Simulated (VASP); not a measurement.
Here is a VASP 6.6.1 calculation.

Contents of INCAR:

```
PREC     = Accurate       # precision mode
ENCUT    = 520            # plane-wave cutoff, eV
EDIFF    = 1E-6           # SCF threshold, eV
ISMEAR   = 0              # smearing method
SIGMA    = 0.05           # smearing width, eV
LREAL    = F              # projectors in reciprocal space
LASPH    = T              # aspherical terms in the spheres
NELM     = 100            # most SCF steps
ALGO     = Normal         # electronic algorithm
ISIF     = 2              # what is computed and relaxed
LWAVE    = F              # write WAVECAR
LCHARG   = T              # write CHGCAR
GGA      = CA             # functional
LELF     = T              # ELF
LVHAR    = T            
NBANDS   = 15             # bands
```

Contents of KPOINTS:

```
Automatic mesh
0
Gamma
  8 8 8
```

Contents of POSCAR:

```
KF
1.0
    0.1376494726      2.6103944893      2.6103944893
    2.6103944893      0.1376494726      2.6103944893
    2.6103944893      2.6103944893      0.1376494726
K F
1 1
Direct
    0.0000000000      0.0000000000      0.0000000000
    0.5000000000      0.5000000000      0.5000000000
```

Potentials or basis: VASP PAW LDA potentials, release 64 (K_sv, F).

Launch:

```sh
$ cat potpaw_LDA.64/K_sv/POTCAR potpaw_LDA.64/F/POTCAR > POTCAR
$ mpirun -np 1 vasp_std > vasp.out
```

Problem. Predict the band gap on the k mesh.

Solution. 6.58 eV, direct.

Problem. What does it give for the pressure?

Solution. 2.5 GPa.

Stress tensor (GPa, compression positive):
```
 2.52 -0.78 -0.78
-0.78  2.52 -0.78
-0.78 -0.78  2.52
```

A k mesh can miss the band edges.
